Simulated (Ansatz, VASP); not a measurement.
One calculation of MgS, two programs

INCAR

```
  PREC = Accurate
  ENCUT = 600
  EDIFF = 1E-6
  ISMEAR = -1
  SIGMA = 0.08
  LREAL = False
  LASPH = True
  NELM = 60
  ALGO = Normal
  ISIF = 3
  LWAVE = False
  LCHARG = False
  GGA = PS
  IBRION = 2
  NSW = 100
  EDIFFG = -0.002
```

KPOINTS

```
regular mesh
0
Gamma
  16 16 16
```

The input POSCAR:

```
MgS
1.0
    0.0000000000      2.6016500000      2.6016500000
    2.6016500000      0.0000000000      2.6016500000
    2.6016500000      2.6016500000      0.0000000000
Mg S
1 1
Direct
    0.0000000000      0.0000000000      0.0000000000
    0.5000000000      0.5000000000      0.5000000000
```

Input for Ansatz:

```yaml
crystal:
  lattice:
    - [0.0, 2.60165, 2.60165]
    - [2.60165, 0.0, 2.60165]
    - [2.60165, 2.60165, 0.0]
  atoms:
    - { symbol: Mg, position: [0.0, 0.0, 0.0] }
    - { symbol: S, position: [0.5, 0.5, 0.5] }
kpoints:
  mp_grid: { grid: [16, 16, 16] }
scf:
  occupations: { method: fermi_dirac, width: 0.08 }
hamiltonian:
  xc: pbesol
  pseudopotentials: { kind: paw }
relax:
  f_tol: 0.002
  max_steps: 80
  cell: {}
output:
  forces: true
  stress: true
```

Alike in both runs: task relaxation of cell and atoms; functional PBEsol; k mesh 16 × 16 × 16; occupations fermi-dirac, width 0.08 eV; no spin polarisation.

|  | VASP | Ansatz |
| --- | --- | --- |
| version | VASP 6.6.1 | Ansatz 0.2.0 |
| potentials or method | VASP PAW PBE potentials, release 64 (Mg, S) | PAW with Ansatz's default frozen-core files, scalar-relativistic |
| plane-wave cutoff (eV) | 600 | 420 |
| valence electrons in the cell | 8 | 16 |

VASP gave:

| Property | Result |
| --- | --- |
| relaxed volume (Å³/atom) | 17.36 |
| relaxed cell length with the largest relative difference (Å) | 3.662 |

Task: Estimate Ansatz's values.

Result: Relaxed volume (Å³/atom): 17.39; relaxed cell length with the largest relative difference (Å): 3.664.

VASP's potentials were made for PBE, not for PBEsol. VASP's potentials hold 8 valence electrons a cell and Ansatz's 16, so a difference there can come from the potentials and not from the codes.
